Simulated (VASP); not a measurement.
# AlN (I4/mmm) in VASP: single point with HSE06

Aim: the single point of AlN with HSE06.

All numbers are computed with VASP 6.6.1; they aren't measurements. Logs are shortened: lines on timing, memory, paths and dates and some standing lists are left out, and cuts for length are marked.

### 1 The cell of the first run

Symmetry: I4/mmm, No. 139, tetragonal system. Conventional cell: a = 2.855 Å, b = 2.855 Å, c = 3.876 Å, α = 90.00°, β = 90.00°, γ = 90.00°. Within 2.6 Å of Al (site symmetry 4/mmm) lie 6 N at 1.94 to 2.02 Å. N (site symmetry 4/mmm) has 6 Al at 1.94 to 2.02 Å within 2.6 Å.

### 2 Single point, HSE06 (uniaxial z strain -4.0%)

POSCAR reads:

```
AlN
1.0
    0.0000000000      2.0188684521      1.9381137141
    2.0188684521      0.0000000000      1.9381137141
    2.0188684521      2.0188684521      0.0000000000
Al N
1 1
Direct
    0.0000000000      0.0000000000      0.0000000000
    0.5000000000      0.5000000000      0.5000000000
```

INCAR.step1 reads:

```
  PREC = Accurate
  ENCUT = 520
  EDIFF = 1E-5
  ISMEAR = 0
  SIGMA = 0.01
  LREAL = False
  LASPH = True
  NELM = 80
  ALGO = Normal
  ISIF = 2
  LWAVE = True
  LCHARG = False
  NBANDS = 11
  GGA = PE
```

INCAR.step2 reads:

```
  PREC = Accurate
  ENCUT = 520
  EDIFF = 1E-6
  ISMEAR = 0
  SIGMA = 0.01
  LREAL = False
  LASPH = True
  NELM = 80
  ALGO = Normal
  ISIF = 2
  LWAVE = False
  LCHARG = False
  GGA = PE
  LHFCALC = True
  HFSCREEN = 0.2079
  PRECFOCK = Normal
  NBANDS = 11
  ISTART = 1
```

KPOINTS reads:

```
Automatic mesh
0
Gamma
  8 8 8
```

Potentials or basis: VASP PAW PBE potentials, release 64 (Al, N).

Command:

```sh
$ cat potpaw_PBE.64/Al/POTCAR potpaw_PBE.64/N/POTCAR > POTCAR
$ cp INCAR.step1 INCAR
$ mpirun -np 1 vasp_std > vasp.out
$ cp INCAR.step2 INCAR
$ mpirun -np 1 vasp_std > vasp.out
```

OUTCAR:

```text
PREC = Accurate
   ENCUT = 520
   EDIFF = 1E-6
   ISMEAR = 0
   LREAL = False
   LASPH = True
   NELM = 80
   ISIF = 2
   GGA = PE
   LHFCALC = True
   HFSCREEN = 0.2079
   PRECFOCK = Normal
   ISTART = 1

 ion  position               nearest neighbor table
   1  0.000  0.000  0.000-   2 1.94   2 1.94   2 2.02   2 2.02   2 2.02   2 2.02
   2  0.500  0.500  0.500-   1 1.94   1 1.94   1 2.02   1 2.02   1 2.02   1 2.02

  LATTYP: Found a body centered tetragonal cell.
 ALAT       =     2.8551111456
 C/A-ratio  =     1.3576450199

  Lattice vectors:

 A1 = (   0.0000000000,  -2.0188684521,  -1.9381137141)
 A2 = (   0.0000000000,   2.0188684521,  -1.9381137141)
 A3 = (   2.0188684521,   0.0000000000,   1.9381137141)

Analysis of symmetry for initial positions (statically):
=====================================================================
 Subroutine PRICEL returns:
 Original cell was already a primitive cell.

 Routine SETGRP: Setting up the symmetry group for a
 body centered tetragonal supercell.

 Subroutine GETGRP returns: Found 16 space group operations
 (whereof 16 operations were pure point group operations)
 out of a pool of 16 trial point group operations.

The static configuration has the point symmetry D_4h.

Analysis of symmetry for dynamics (positions and initial velocities):
=====================================================================
 Subroutine PRICEL returns:
 Original cell was already a primitive cell.

 Routine SETGRP: Setting up the symmetry group for a
 body centered tetragonal supercell.

 Subroutine GETGRP returns: Found 16 space group operations
 (whereof 16 operations were pure point group operations)
 out of a pool of 16 trial point group operations.

The dynamic configuration has the point symmetry D_4h.

 Subroutine INISYM returns: Found 16 space group operations
 (whereof 16 operations are pure point group operations),
 and found     1 'primitive' translations

----------------------------------------------------------------------------------------

                                     Primitive cell

  volume of cell :      15.7988

  direct lattice vectors                    reciprocal lattice vectors
     0.000000000  2.018868452  1.938113714    -0.247663487  0.247663487  0.257982799
     2.018868452  0.000000000  1.938113714     0.247663487 -0.247663487  0.257982799
     2.018868452  2.018868452  0.000000000     0.247663487  0.247663487 -0.257982799

  length of vectors
     2.798591538  2.798591538  2.855111146     0.435005206  0.435005206  0.435005206

  position of ions in fractional coordinates (direct lattice)
     0.000000000  0.000000000  0.000000000
     0.500000000  0.500000000  0.500000000

  ion indices of the primitive-cell ions
   primitive index   ion index
                 1           1
                 2           2

----------------------------------------------------------------------------------------

 KPOINTS: Automatic mesh

Automatic generation of k-mesh.
 Grid dimensions read from file:
 generate k-points for:    8    8    8

 Generating k-lattice:

  Cartesian coordinates                     Fractional coordinates (reciprocal lattice)
    -0.030957936  0.030957936  0.032247850     0.125000000  0.000000000  0.000000000
     0.030957936 -0.030957936  0.032247850     0.000000000  0.125000000  0.000000000
     0.030957936  0.030957936 -0.032247850     0.000000000  0.000000000  0.125000000

  Length of vectors
     0.054375651  0.054375651  0.054375651

  Shift w.r.t. Gamma in fractional coordinates (k-lattice)
     0.000000000  0.000000000  0.000000000

 Subroutine IBZKPT returns following result:
 ===========================================

 Found     59 irreducible k-points:

 Following reciprocal coordinates:
            Coordinates               Weight
  0.000000  0.000000  0.000000      1.000000
  0.125000  0.000000  0.000000      8.000000
  0.250000  0.000000  0.000000      8.000000
  0.375000  0.000000  0.000000      8.000000
  0.500000  0.000000  0.000000      4.000000
  0.125000  0.125000  0.000000      2.000000
[... 16 lines left out ...]
  0.250000  0.000000  0.125000     16.000000
  0.375000  0.000000  0.125000     16.000000
 [... further k-points ...]
   k-points           NKPTS =     59   k-points in BZ     NKDIM =    512   number of bands    NBANDS=     11
   number of dos      NEDOS =    301   number of ions     NIONS =      2
   total plane-waves  NPLWV =  13824
   dimension x,y,z NGX =    24 NGY =   24 NGZ =   24
   dimension x,y,z NGXF=    48 NGYF=   48 NGZF=   48
   ions per type =               1   1
   NGX,Y,Z   is equivalent  to a cutoff of  14.26, 14.26, 13.97 a.u.
   NGXF,Y,Z  is equivalent  to a cutoff of  28.51, 28.51, 27.95 a.u.
 SYSTEM =  unknown system
   PREC   = accura    normal or accurate (medium, high low for compatibility)
   ISTART =      1    job   : 0-new  1-cont  2-samecut
   ICHARG =      0    charge: 1-file 2-atom 10-const
   ISPIN  =      1    spin polarized calculation?
   LNONCOLLINEAR =      F non collinear calculations
   LSORBIT =      F    spin-orbit coupling
   LASPH  =      T    aspherical Exc in radial PAW
   ENCUT  =  520.0 eV  38.22 Ry    6.18 a.u.   5.20  5.20  5.31*2*pi/ulx,y,z
   NELM   =     80;   NELMIN=  2; NELMDL=  0     # of ELM steps
   EDIFF  = 0.1E-05   stopping-criterion for ELM
   LREAL  =      F    real-space projection
   EDIFFG = 0.1E-04   stopping-criterion for IOM
   NSW    =      0    number of steps for IOM
   IBRION =     -1    ionic relax: 0-MD 1-quasi-New 2-CG
   NFREE  =      0    steps in history (QN), initial steepest desc. (CG)
   ISIF   =      2    stress and relaxation
   ISYM   =      3    0-nonsym 1-usesym 2-fastsym
   POTIM  = 0.5000    time-step for ionic-motion
   TEBEG  =    0.0;   TEEND  =   0.0 temperature during run
   PSTRESS=    0.0 pullay stress
   NELECT =       8.0000    total number of electrons
   NUPDOWN=      -1.0000    fix difference up-down
   EMIN   =  10.00;   EMAX   =-10.00  energy-range for DOS
   EFERMI =   0.00;   METHOD = LEGACY
   ISMEAR =     0;   SIGMA  =   0.01  broadening in eV -4-tet -1-fermi 0-gaus
   EFERMI_NEDOS =   21; number of points for ismear=-14 and -15
   IALGO  =     38    algorithm
   IMIX   =      1    mixing-type and parameters
     AMIX     =   0.40;   BMIX     =  1.00
     AMIX_MAG =   1.60;   BMIX_MAG =  1.00
  volume/ion in A,a.u.               =       7.90        53.31
  Fermi-wavevector in a.u.,A,eV,Ry     =   1.304857  2.465823 23.165999  1.702653
  Thomas-Fermi vector in A             =   2.435765
   LORBIT       =      0    0 simple, 1 ext, 2 COOP (PROOUT), +10 PAW based schemes
   GGA     = PE    functional components
   LHFCALC =     T    Hartree Fock is set to
   PRECFOCK=normal    Normal, Fast or Accurate (Low or Medium for compatibility)
   ENCUT4O =  -1.0   cutoff for four orbital integrals eV
   NKREDX  =     1    reduce k-point grid by
   NKREDY  =     1    reduce k-point grid by
   NKREDZ  =     1    reduce k-point grid by
   AEXX    =    0.2500 exact exchange contribution
   HFSCREEN=    0.2079 screening length (either q_TF or 0.3 A-1)
   HFSCREENC=   0.2079 screening length for correlation (either q_TF or 0.3 A-1)
   ENCUTFOCK=  -1.0 apply spherical cutoff to Coloumb kernel
   IVDW    =     0    specifies the selected vdW correction
   LEPSILON=     F    determine dielectric tensor
   LRPA    =     F    only Hartree local field effects (RPA)
 non-spin polarized calculation
 Gauss-broadening in eV      SIGMA  =   0.01
  energy-cutoff  :      520.00
  volume of cell :       15.80
 maximum number of plane-waves:       436
 NGX is ok and might be reduce to    24
  NGX = 16; NGY = 16; NGZ = 16

 number of electron       7.9999999 magnetization

 Free energy of the ion-electron system (eV)
  ---------------------------------------------------
  ext. energy  EPLUGINS =         0.00000000
  ---------------------------------------------------
  free energy    TOTEN  =       -17.09424639 eV

  energy without entropy =      -17.09424639  energy(sigma->0) =      -17.09424639

 E-fermi :   9.9566     XC(G=0): -10.2180

 val. band max:        9.7967615098   @ k =   0.0000   0.0000   0.0000
 cond. band min:      15.8869858817   @ k =   0.5000   0.5000   0.0000
 fundamental gap:      6.0902243719
 Fermi energy:         9.9565958542

 k-point     1 :       0.0000    0.0000    0.0000
  band No.  band energies     occupation
      1      -9.9765      2.00000
      2       9.4308      2.00000
      3       9.7968      2.00000
      4       9.7968      2.00000
      5      17.5618      0.00000
      6      23.4891      0.00000
      7      23.4891      0.00000
      8      24.0601      0.00000
      9      28.9979      0.00000
     10      29.0377      0.00000
     11      30.5366      0.00000

 k-point     2 :       0.1250    0.0000    0.0000
  band No.  band energies     occupation
      1      -9.6188      2.00000
      2       8.0356      2.00000
      3       9.3957      2.00000
      4       9.5427      2.00000
      5      18.4080      0.00000
      6      22.4961      0.00000
      7      23.9352      0.00000
      8      24.3804      0.00000
      9      27.3789      0.00000
     10      28.3870      0.00000
     11      30.5869      0.00000

 k-point     3 :       0.2500    0.0000    0.0000
  band No.  band energies     occupation
      1      -8.6000      2.00000
      2       4.8627      2.00000
      3       8.9866      2.00000
      4       8.9960      2.00000
      5      18.4584      0.00000
      6      23.0725      0.00000
      7      23.5613      0.00000
      8      24.5336      0.00000
      9      28.0808      0.00000
     10      28.2424      0.00000
     11      29.6691      0.00000

 k-point     4 :       0.3750    0.0000    0.0000
  band No.  band energies     occupation
      1      -7.1771      2.00000
      2       1.8186      2.00000
      3       8.5207      2.00000
      4       8.6328      2.00000
      5      17.7483      0.00000
      6      22.5652      0.00000
      7      23.6592      0.00000
      8      25.0050      0.00000
      9      28.5754      0.00000
     10      30.9994      0.00000
     11      31.0736      0.00000

 k-point     5 :       0.5000    0.0000    0.0000
  band No.  band energies     occupation
      1      -6.3093      2.00000
      2       0.3696      2.00000
      3       8.3400      2.00000
      4       8.4971      2.00000
      5      17.4740      0.00000
      6      22.1817      0.00000
      7      23.2871      0.00000
      8      25.8915      0.00000
      9      28.2677      0.00000
     10      33.0849      0.00000
     11      33.2214      0.00000
[... 211 lines left out ...]
 k-point    21 :       0.5000    0.5000    0.0000
  band No.  band energies     occupation
      1      -4.9496      2.00000
      2       1.4786      2.00000
      3       6.2813      2.00000
      4       6.2813      2.00000
      5      15.8870      0.00000
      6      15.9538      0.00000
      7      26.8468      0.00000
      8      29.6549      0.00000
      9      29.6549      0.00000
     10      35.5867      0.00000
     11      39.7036      0.00000

 k-point    22 :       0.1250    0.0000    0.1250
  band No.  band energies     occupation
      1      -9.5149      2.00000
      2       8.3076      2.00000
      3       8.8159      2.00000
      4       9.2440      2.00000
      5      18.9044      0.00000
      6      21.3300      0.00000
      7      24.7307      0.00000
      8      24.9654      0.00000
      9      25.1382      0.00000
     10      30.6311      0.00000
     11      31.8075      0.00000

 k-point    23 :       0.2500    0.0000    0.1250
  band No.  band energies     occupation
      1      -8.7309      2.00000
      2       5.9146      2.00000
      3       8.4071      2.00000
      4       8.6725      2.00000
      5      19.5011      0.00000
      6      21.0550      0.00000
      7      22.9806      0.00000
      8      25.4795      0.00000
      9      26.5541      0.00000
     10      30.2402      0.00000
     11      32.0864      0.00000

 k-point    24 :       0.3750    0.0000    0.1250
  band No.  band energies     occupation
      1      -7.4309      2.00000
      2       2.9647      2.00000
      3       7.7977      2.00000
      4       8.1612      2.00000
      5      18.8713      0.00000
      6      21.6559      0.00000
      7      23.3038      0.00000
      8      24.7321      0.00000
      9      28.7848      0.00000
     10      31.1978      0.00000
     11      32.1769      0.00000

 [... further k-points ...]

------------------------ aborting loop because EDIFF is reached ----------------------------------------

  FORCE on cell =-STRESS in cart. coord.  units (eV):
  Direction    XX          YY          ZZ          XY          YZ          ZX
  --------------------------------------------------------------------------------------
  -------------------------------------------------------------------------------------
  Total        0.6293280      0.6293280      2.1942961      0.0000000      0.0000000      0.0000000
  in kB       63.8208147     63.8208147    222.5258751      0.0000000      0.0000000      0.0000000
  external PRESSURE =     116.7225015 kB  Pullay stress =       0.0000000 kB

 VOLUME and BASIS-vectors are now :
 -----------------------------------------------------------------------------
  energy-cutoff  :      520.00
  volume of cell :       15.80
      direct lattice vectors                 reciprocal lattice vectors
     0.000000000  2.018868452  1.938113714    -0.247663487  0.247663487  0.257982799
     2.018868452  0.000000000  1.938113714     0.247663487 -0.247663487  0.257982799
     2.018868452  2.018868452  0.000000000     0.247663487  0.247663487 -0.257982799

 POSITION                                       TOTAL-FORCE (eV/Angst)
 -----------------------------------------------------------------------------------
      0.00000      0.00000      0.00000         0.000000     -0.000000      0.000000
      2.01887      2.01887      1.93811        -0.000000      0.000000      0.000000
 -----------------------------------------------------------------------------------
    total drift:                                0.000004     -0.000000     -0.000059

  FREE ENERGIE OF THE ION-ELECTRON SYSTEM (eV)
  ---------------------------------------------------
  free  energy   TOTEN  =       -17.0942463912 eV

  energy  without entropy=      -17.0942463912  energy(sigma->0) =      -17.09424639
```

Wall time 18 min (1 thread of Intel Xeon Platinum 8375C at 2.90GHz (Ice Lake), shared host); peak memory 0.25 GiB.

What came out:

- Free energy: -17.0942 eV
- Pressure: 11.7 GPa
- Band gap on the k mesh: 6.09 eV (least direct gap 7.76 eV)

Stress tensor (GPa, compression positive):
```
 6.38  0.00  0.00
 0.00  6.38  0.00
 0.00  0.00 22.25
```

Caveat: the cell differs from its parent crystal (uniaxial z strain -4.0%); the cell stands under pressure; the PAW data sets were made with another functional, which shifts forces and pressure a little.
